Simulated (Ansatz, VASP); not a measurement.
ZrAg3: VASP beside Ansatz

File INCAR:

```
SYSTEM = ZrAg3
ALGO = Fast
EDIFF = 1E-6
ENCUT = 520
GGA = PS
ISIF = 2
ISMEAR = 0
LASPH = .True.
LCHARG = .False.
LREAL = .False.
LWAVE = .False.
NBANDS = 30
NELM = 80
PREC = Accurate
SIGMA = 0.05
```

The input KPOINTS:

```
k-points
0
Gamma
  8 8 8
  0 0 0
```

File POSCAR:

```
ZrAg3
1.0
    4.2726351013      0.0000000000      0.0000000000
    0.0000000000      4.2726351013      0.0000000000
    0.0000000000      0.0000000000      4.2726351013
Zr Ag
1 3
Direct
    0.0000000000      0.0000000000      0.0000000000
    0.0000000000      0.5000000000      0.5000000000
    0.5000000000      0.5000000000      0.0000000000
    0.5000000000      0.0000000000      0.5000000000
```

Input for Ansatz:

```yaml
crystal:
  lattice:
    - [4.2726351013, 0.0, 0.0]
    - [0.0, 4.2726351013, 0.0]
    - [0.0, 0.0, 4.2726351013]
  atoms:
    - { symbol: Zr, position: [0.0, 0.0, 0.0] }
    - { symbol: Ag, position: [0.0, 0.5, 0.5] }
    - { symbol: Ag, position: [0.5, 0.5, 0.0] }
    - { symbol: Ag, position: [0.5, 0.0, 0.5] }
basis:
  ecutwfc: 420
  ecutrho_ratio: 4
kpoints:
  mp_grid: { grid: [8, 8, 8] }
hamiltonian:
  xc: pbesol
scf:
  occupations: { method: gaussian, width: 0.05 }
output:
  forces: true
  stress: true
  eigenvalues: true
  populations: true
```

Alike in both runs: task single point; functional PBEsol; k mesh 8 × 8 × 8; occupations gaussian, width 0.05 eV; no spin polarisation.

```csv
,VASP,Ansatz
version,VASP 6.6.1,Ansatz 0.2.0
potentials or method,"VASP PAW PBE potentials, release 64 (Zr_sv, Ag), cutoff 520 eV","scalar-relativistic, plane waves, PAW"
valence electrons in the cell,45,69
```

```csv
,VASP,Ansatz,Ansatz less VASP
gap on the k mesh at the Fermi level (eV),none,none,-
pressure (GPa),-5.6,-5.5,+0.04
```

VASP's potentials were made for PBE, not for PBEsol. A gap of «none» marks a metal or a gap that the smearing closes. VASP's potentials hold 45 valence electrons a cell and Ansatz's 69, so a difference there can come from the potentials and not from the codes.
